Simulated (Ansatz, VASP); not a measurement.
## Two plane-wave programs on CuAs

```
Cu As
1.0
     3.86790    0.00000    0.00000
    -1.93395    3.34970    0.00000
     0.00000    0.00000    5.24670
Cu As
2 2
Direct
  0.00000 0.00000 0.50000
  0.00000 0.00000 0.00000
  0.66667 0.33333 0.75000
  0.33333 0.66667 0.25000
```

Alike in both runs: task single point; functional LDA; k mesh 12 × 12 × 8; occupations gaussian, width 0.15 eV; no spin polarisation.

|  | VASP | Ansatz |
| --- | --- | --- |
| version | VASP 6.6.1 | Ansatz 0.2.0 |
| potentials or method | VASP PAW LDA potentials, release 64 (Cu, As), cutoff 520 eV | scalar-relativistic, plane waves, PAW |
| valence electrons in the cell | 32 | 68 |

VASP gave:

```
gap on the k mesh at the Fermi level (eV)                     : none
pressure (GPa)                                                : -11.4
traceless stress, the component that is largest in VASP (GPa) : -2.89
```

Problem. What did Ansatz give for the same quantities?

Solution. gap on the k mesh at the Fermi level (eV): none; pressure (GPa): -11.7; traceless stress, the component that is largest in VASP (GPa): -2.95.

LDA's correlation is that of Perdew and Zunger in VASP and of Perdew and Wang (1992) in Ansatz. A gap of «none» marks a metal or a gap that the smearing closes. VASP's potentials hold 32 valence electrons a cell and Ansatz's 68, so a difference there can come from the potentials and not from the codes.
